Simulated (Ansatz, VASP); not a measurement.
**BaH4: VASP beside Ansatz**

INCAR

```
  PREC = Accurate
  ENCUT = 600
  EDIFF = 1E-7
  ISMEAR = 0
  SIGMA = 0.1
  LREAL = F
  LASPH = T
  NELM = 100
  ALGO = Normal
  ISIF = 3
  LWAVE = F
  LCHARG = F
  GGA = PE
  IBRION = 2
  NSW = 100
  EDIFFG = -0.01
```

The input KPOINTS:

```
Automatic mesh
0
Gamma
  12 12 8
```

Contents of POSCAR:

```
BaH4
1.0
    4.1623774501      0.0000000000      0.0000000000
   -2.0811887251      3.6047246120      0.0000000000
    0.0000000000      0.0000000000      5.0370467579
Ba H
1 4
Direct
    0.6666666667      0.3333333333      0.0000000000
    0.5625579600      0.4374420400      0.5000000000
    0.5625579600      0.1251159200      0.5000000000
    0.8748840800      0.4374420400      0.5000000000
    0.0000000000      0.0000000000      0.0000000000
```

Input for Ansatz:

```yaml
crystal:
  lattice:
    - [4.1623774501, 0.0, 0.0]
    - [-2.0811887251, 3.604724612, 0.0]
    - [0.0, 0.0, 5.0370467579]
  atoms:
    - { symbol: Ba, position: [0.6666666667, 0.3333333333, 0.0] }
    - { symbol: H, position: [0.56255796, 0.43744204, 0.5] }
    - { symbol: H, position: [0.56255796, 0.12511592, 0.5] }
    - { symbol: H, position: [0.87488408, 0.43744204, 0.5] }
    - { symbol: H, position: [0.0, 0.0, 0.0] }
basis:
  ecutwfc: 420
kpoints:
  mp_grid: { grid: [12, 12, 8] }
hamiltonian:
  xc: pbe
scf:
  occupations: { method: gaussian, width: 0.1 }
output:
  forces: true
  stress: true
  eigenvalues: true
relax:
  adjacent_minimum: "off"
  f_tol: 0.01
  max_steps: 80
  cell: { stress_tol: 0.05 }
```

Alike in both runs: task relaxation of cell and atoms; functional PBE; k mesh 12 × 12 × 8; occupations gaussian, width 0.1 eV; no spin polarisation.

```csv
,VASP,Ansatz
version,VASP 6.6.1,Ansatz 0.2.0
potentials or method,"VASP PAW PBE potentials, release 64 (Ba_sv, H), cutoff 600 eV","scalar-relativistic, plane waves, PAW"
valence electrons in the cell,14,14
```

|  | VASP | Ansatz | Ansatz less VASP |
| --- | --- | --- | --- |
| gap on the k mesh at the Fermi level, each at its own relaxed structure (eV) | none | none | - |
| relaxed volume (Å³/atom) | 15.30 | 15.00 | -0.303 |
| relaxed cell length with the largest relative difference (Å) | 4.175 | 4.146 | -0.0293 |

A gap of «none» marks a metal or a gap that the smearing closes.

Neither program's run includes spin-orbit coupling.
